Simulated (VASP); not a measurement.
## MoS2: single point with PBE+D3(BJ)

MoS2, a slab with vacuum:

```
S Mo
1.0
     3.18402    0.00000    0.00000
    -1.59201    2.75744    0.00000
     0.00000    0.00000   23.10328
S Mo
2 1
Direct
  0.66667 0.33333 0.43284
  0.66667 0.33333 0.56716
  0.33333 0.66667 0.49999
```

```
Program                : VASP 6.6.1
Task                   : single point
Functional             : PBE
Dispersion             : D3(BJ)
Potentials or basis    : VASP PAW PBE potentials, release 64 (S, Mo_sv)
Cutoff                 : 520 eV
k mesh                 : 12 × 12 × 1
Occupations            : gaussian, width 0.05 eV
Spin                   : collinear spin
Starting moments       : [0.0, 0.0, 1.0] μB
Dipole correction      : yes
Further INCAR settings : ALGO = Normal; EDIFF = 1e-06; NBANDS = 24
```

```yaml
Largest_force: 0.103 eV/Å
Band_gap_on_the_k_mesh: 1.60 eV (least direct gap 1.66 eV)
Net_moment: 0.00 μB per cell
Valence_electrons_inside_the_program's_atomic_spheres: S 3.71; Mo 12.45
Dispersion_energy_per_atom: -0.314 eV
```

Forces on the atoms (eV/Å):
```
S    0.000  0.000 -0.103
S    0.000  0.000  0.093
Mo   0.000  0.000  0.010
```

Levels at points of the mesh, in eV from the valence-band top:
Spin up:
| k point | band 10 | band 11 | band 12 | band 13 | band 14 | band 15 | band 16 | band 17 |
| --- | --- | --- | --- | --- | --- | --- | --- | --- |
| (0.00, 0.00, 0.00) | -1.78 | -1.58 | -1.58 | 0.00 | 2.73 | 2.73 | 3.00 | 3.00 |
| (0.50, 0.00, 0.00) | -3.24 | -1.89 | -1.04 | -0.66 | 2.20 | 2.72 | 3.87 | 4.32 |
Spin down:
```csv
k point,band 10,band 11,band 12,band 13,band 14,band 15,band 16,band 17
"(0.00, 0.00, 0.00)",-1.78,-1.58,-1.58,0.00,2.73,2.73,3.00,3.00
"(0.50, 0.00, 0.00)",-3.24,-1.89,-1.04,-0.66,2.20,2.72,3.87,4.32
```

Wall time 5.9 min on 1 thread of Intel(R) Xeon(R) Platinum 8259CL CPU @ 2.50GHz (Skylake/Cascade Lake), with other jobs on the host, peak memory 0.47 GiB.
